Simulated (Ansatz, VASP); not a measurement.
**Two plane-wave programs on K**

```xyz
1
Lattice="0.0000 3.2915 3.2915 3.2915 0.0000 3.2915 3.2915 3.2915 0.0000" Properties=species:S:1:pos:R:3 pbc="T T T"
K     0.0000    0.0000    0.0000
```

Alike in both runs: task single point; functional PBEsol; k mesh 9 × 9 × 9; occupations fermi-dirac, width 0.1 eV; no spin polarisation.

```csv
,VASP,Ansatz
version,VASP 6.6.1,Ansatz 0.2.0
potentials or method,"VASP PAW PBE potentials, release 64 (K_sv), cutoff 520 eV","plane waves (420 eV) with PAW, scalar-relativistic"
valence electrons in the cell,9,9
```

|  | VASP | Ansatz | Ansatz less VASP |
| --- | --- | --- | --- |
| pressure (GPa) | 0.0 | 0.0 | +0.01 |

VASP's potentials were made for PBE, not for PBEsol, and Ansatz warns of the same on its side. With one functional, cell and mesh, what is left measures potentials, basis and numerics.
